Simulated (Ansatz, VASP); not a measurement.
**C in VASP and in Ansatz**

The input INCAR:

```
SYSTEM = C
  PREC = Accurate
  ENCUT = 910
  EDIFF = 1E-6
  ISMEAR = 0
  SIGMA = 0.05
  LREAL = .False.
  LASPH = .True.
  NELM = 120
  ALGO = Normal
  ISIF = 2
  LWAVE = .False.
  LCHARG = .False.
  NBANDS = 11
  GGA_COMPAT = .False.
```

KPOINTS

```
regular mesh
0
Gamma
  12 12 12
  0 0 0
```

POSCAR

```
C
1.0
    0.0000000000      1.9445543299      1.6730671760
    1.6796888139      0.0000000000      1.6730671760
    1.6796888139      1.9445543299      0.0000000000
C
2
Direct
    0.5000000000      0.5000000000      0.5000000000
    0.7500000000      0.7500000000      0.7500000000
```

Input for Ansatz:

```yaml
crystal:
  lattice:
    - [0.0, 1.9445543299, 1.673067176]
    - [1.6796888139, 0.0, 1.673067176]
    - [1.6796888139, 1.9445543299, 0.0]
  atoms:
    - { symbol: C, position: [0.5, 0.5, 0.5] }
    - { symbol: C, position: [0.75, 0.75, 0.75] }
basis:
  ecutwfc: 520.0
kpoints:
  mp_grid: { grid: [12, 12, 12] }
hamiltonian:
  xc: lda
  pseudopotentials: { kind: paw, azcp: { folder: soft_1 } }
scf:
  occupations: { method: gaussian, width: 0.05 }
output:
  forces: true
  stress: true
  eigenvalues: true
```

Change from the starting cell: strain +e along x and -e along y -0.0750, strain +e along z and -e/2 along x and y -0.0525.

Alike in both runs: task single point; functional LDA; k mesh 12 × 12 × 12; occupations gaussian, width 0.05 eV; no spin polarisation.

```csv
,VASP,Ansatz
version,VASP 6.6.1,Ansatz 0.2.0
potentials or method,"VASP PAW LDA potentials, release 64 (C_h), cutoff 910 eV","scalar-relativistic, plane waves, PAW"
valence electrons in the cell,8,8
```

VASP gave:

```
gap on the k mesh at the Fermi level (eV) : 2.25
least direct gap on the mesh (eV)         : 4.31
```

Problem. Estimate Ansatz's values.

Solution. gap on the k mesh at the Fermi level (eV): 2.26; least direct gap on the mesh (eV): 4.31.

Ansatz warns that its potentials were made for another functional, while VASP's fit it. LDA's correlation is that of Perdew and Zunger in VASP and of Perdew and Wang (1992) in Ansatz.

Noted on VASP's run: the cutoff is short for stress, so the pressure is rough.
